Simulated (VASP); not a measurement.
GaSb: single point with LDA

The system is GaSb.

```
Ga Sb
1.0
     0.00000    3.02455    3.02455
     3.02455    0.00000    3.02455
     3.02455    3.02455    0.00000
Ga Sb
1 1
Direct
  0.00000 0.00000 0.00000
  0.25000 0.25000 0.25000
```

| Quantity | Value |
| --- | --- |
| Program | VASP 6.6.1 |
| Task | single point |
| Functional | LDA |
| Potentials or basis | VASP PAW LDA potentials, release 64 (Ga_d, Sb) |
| Cutoff | 520 eV |
| k mesh | 16 × 16 × 16 |
| Occupations | gaussian, width 0.1 eV |
| Spin | no spin polarisation |

The pressure is 0.2 GPa and the band gap on the k mesh is 0.12 eV.

Levels at points of the mesh, in eV from the valence-band top:
```csv
k point,band 6,band 7,band 8,band 9,band 10,band 11,band 12,band 13
"(0.00, 0.00, 0.00)",-11.76,0.00,0.00,0.00,0.12,2.74,2.74,2.74
"(0.50, 0.00, 0.00)",-10.05,-6.57,-1.21,-1.21,0.37,3.72,3.72,6.29
"(0.50, 0.50, 0.00)",-9.17,-7.01,-2.70,-2.70,0.80,1.10,8.80,8.80
```

Run time: 98 s on 1 thread of Intel Xeon 8259CL (shared host), peak memory 0.26 GiB.

Caveat: semilocal functionals underestimate gaps, and a narrow one can read as zero; spin-orbit coupling is left out, which moves the levels of the heavy elements. A k mesh can miss the band edges.
